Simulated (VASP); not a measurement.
A run of VASP 6.6.1 is set up as follows.

INCAR

```
PREC = Accurate ; ENCUT = 520
EDIFF = 1E-6 ; ISMEAR = 0
SIGMA = 0.05 ; LREAL = F
LASPH = T ; NELM = 150
ALGO = Normal ; ISIF = 2
LWAVE = F ; LCHARG = F
ISPIN = 2 ; MAGMOM = 0 0 1 1 0 0 0 0 0 0
LORBIT = 11 ; LMAXMIX = 4
GGA = PE ; NBANDS = 56
```

Contents of KPOINTS:

```
regular mesh
0
Gamma
  6 6 6
```

The input POSCAR:

```
SrVO3
1.0
    0.0000000000      3.8579762220      3.8579762220
    3.8579762220      0.0000000000      3.8579762220
    3.8579762220      3.8579762220      0.0000000000
Sr V O
2 2 6
Direct
    0.2500000000      0.2500000000      0.2500000000
    0.7500000000      0.7500000000      0.7500000000
    0.0000000000      0.0000000000      0.0000000000
    0.5000000000      0.5000000000      0.5000000000
   -0.2500000000      0.2500000000      0.2500000000
    0.2500000000     -0.2500000000      0.2500000000
    0.2500000000      0.2500000000     -0.2500000000
    0.2500000000      0.7500000000      0.7500000000
    0.7500000000      0.2500000000      0.7500000000
    0.7500000000      0.7500000000      0.2500000000
```

Potentials or basis: VASP PAW PBE potentials, release 64 (Sr_sv, V_sv, O).

The run is started by

```sh
$ cat potpaw_PBE.64/Sr_sv/POTCAR potpaw_PBE.64/V_sv/POTCAR potpaw_PBE.64/O/POTCAR > POTCAR
$ mpirun -np 1 vasp_std > vasp.out
```

Task: What does it give for the net moment?

Result: 0.21 μB per cell.

Task: Predict the pressure.

Result: 0.9 GPa.

Task: What does it give for the site moments?

Result: Sr +0.00; V +0.10; O -0.00 μB.
